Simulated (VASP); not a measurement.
Write the native input for VASP 6.6.1 that does the following.

```yaml
Task: single point
Functional: PBE
Potentials_or_basis: VASP PAW PBE potentials, release 64 (S)
Cutoff: 520 eV
k_mesh: 6 × 6 × 6
Occupations: gaussian, width 0.02 eV
Spin: no spin polarisation
Dipole_correction: no
Further_INCAR_settings: ALGO = Normal; EDIFF = 1e-07; NBANDS = 27
```

The structure of S lies in POSCAR:

```
S
1.0
    5.5045141669      3.1780327360      1.8971419408
   -5.5045141669      3.1780327360      1.8971419408
    0.0000000000     -6.3560654720      1.8971419408
S
6
Direct
    0.6092023642      0.3794170361      0.2755945973
    0.2755945973      0.6092023642      0.3794170361
    0.3794170361      0.2755945973      0.6092023642
    0.3907976358      0.6205829639      0.7244054027
    0.7244054027      0.3907976358      0.6205829639
    0.6205829639      0.7244054027      0.3907976358
```

One way to write it, as run:

INCAR

```
SYSTEM = S
PREC     = Accurate       ! precision mode
ENCUT    = 520            ! plane-wave cutoff, eV
EDIFF    = 1E-7           ! SCF threshold, eV
ISMEAR   = 0              ! smearing method
SIGMA    = 0.02           ! smearing width, eV
LREAL    = .FALSE.        ! projectors in reciprocal space
LASPH    = .TRUE.         ! aspherical terms in the spheres
NELM     = 100            ! most SCF steps
ALGO     = Normal         ! electronic algorithm
ISIF     = 2              ! what is computed and relaxed
LWAVE    = .FALSE.        ! write WAVECAR
LCHARG   = .TRUE.         ! write CHGCAR
GGA      = PE             ! functional
LELF     = .TRUE.         ! ELF
LVHAR    = .TRUE.       
NBANDS   = 27             ! bands
```

KPOINTS

```
Automatic mesh
0
G
  6 6 6
  0 0 0
```

Potentials or basis: VASP PAW PBE potentials, release 64 (S).

Launch:

```console
$ cat potpaw_PBE.64/S/POTCAR > POTCAR
$ mpirun -np 1 vasp_std > vasp.out
```

It gave:

* Pressure: -0.4 GPa
* Largest force: 0.129 eV/Å
* Band gap on the k mesh: 2.51 eV (least direct gap 2.68 eV)

Caveat: this functional lacks dispersion, which holds the molecules together, so the pressure and a relaxed volume are unreliable.

It took 4.5 min on 1 thread of Intel(R) Xeon(R) Platinum 8488C (Sapphire Rapids), with other jobs on the host, peak memory 0.4 GiB.
